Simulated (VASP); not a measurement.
Input of a VASP 6.6.1 run:

INCAR

```
SYSTEM = Mg3O2
  ALGO = Normal
  EDIFF = 1E-6
  ENCUT = 520
  GGA = PE
  ISIF = 2
  ISMEAR = 0
  ISPIN = 2
  LASPH = .TRUE.
  LCHARG = .FALSE.
  LORBIT = 11
  LREAL = .FALSE.
  LWAVE = .FALSE.
  MAGMOM = 0 0 0 0 0 0 1 1 1 1
  NBANDS = 33
  NELM = 150
  PREC = Accurate
  SIGMA = 0.1
```

Contents of KPOINTS:

```
k-points
0
G
  6 6 6
  0 0 0
```

File POSCAR:

```
Mg3O2
1.0
    2.8415886566      1.6405919758      5.1721180781
   -2.8415886566      1.6405919758      5.1721180781
    0.0000000000     -3.2811839517      5.1721180781
Mg O
6 4
Direct
    0.0562500000      0.4437500000      0.7500000000
    0.7500000000      0.0562500000      0.4437500000
    0.4437500000      0.7500000000      0.0562500000
    0.9437500000      0.5562500000      0.2500000000
    0.2500000000      0.9437500000      0.5562500000
    0.5562500000      0.2500000000      0.9437500000
    0.8521800000      0.8521800000      0.8521800000
    0.6478200000      0.6478200000      0.6478200000
    0.1478200000      0.1478200000      0.1478200000
    0.3521800000      0.3521800000      0.3521800000
```

Potentials or basis: VASP PAW PBE potentials, release 64 (Mg, O).

Run with:

```console
$ cat potpaw_PBE.64/Mg/POTCAR potpaw_PBE.64/O/POTCAR > POTCAR
$ mpirun -np 1 vasp_std > vasp.out
```

Q: Predict the pressure.

A: -7.0 GPa.

Q: What does it give for the largest force?

A: 1.127 eV/Å.

Stress tensor (GPa, compression positive):
```
-8.35  0.00  0.00
 0.00 -8.35  0.00
 0.00  0.00 -4.43
```

Caveat: forces of over 1 eV/Å act on the atoms, so gaps and moduli don't describe the material at rest.
